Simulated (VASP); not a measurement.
## Pt: single point with PBE+D3(BJ)

Pt, a slab with vacuum:

```
CELL_PARAMETERS angstrom
2.77777 0.00000 0.00000
0.00000 2.77777 0.00000
0.00000 0.00000 17.92836
ATOMIC_POSITIONS crystal
Pt 0.50000 0.50000 0.39044
Pt 0.00000 0.00000 0.49880
Pt 0.50000 0.50000 0.60712
```

```json
{
  "Program": "VASP 6.6.1",
  "Task": "single point",
  "Functional": "PBE",
  "Dispersion": "D3(BJ)",
  "Potentials or basis": "VASP PAW PBE potentials, release 64 (Pt)",
  "Cutoff": "520 eV",
  "k mesh": "10 × 10 × 1",
  "Occupations": "gaussian, width 0.1 eV",
  "Spin": "no spin polarisation"
}
```

The largest force is 0.021 eV/Å, the band gap on the k mesh is zero (band 15 reaches 0.76 eV, above the bottom of band 16 at -0.55 eV) and the dispersion energy per atom is -0.479 eV.

Forces on the atoms (eV/Å):
```
Pt   0.000  0.000  0.021
Pt   0.000  0.000 -0.003
Pt   0.000  0.000 -0.018
```

Levels at points of the mesh, in eV from the Fermi level:
| k point | band 13 | band 14 | band 15 | band 16 | band 17 | band 18 |
| --- | --- | --- | --- | --- | --- | --- |
| (0.00, 0.00, 0.00) | -1.25 | -0.31 | -0.25 | 0.11 | 0.16 | 0.16 |
| (0.50, 0.00, 0.00) | -0.39 | -0.33 | 0.02 | 0.76 | 1.83 | 1.84 |
| (0.50, 0.50, 0.00) | 0.43 | 0.95 | 0.95 | 3.72 | 3.72 | 7.44 |

It took 99 s on 1 thread of Intel(R) Xeon(R) Platinum 8488C (Sapphire Rapids) (shared host), peak memory 0.28 GiB.

Caveat: spin-orbit coupling is left out, which moves the levels of the heavy elements.
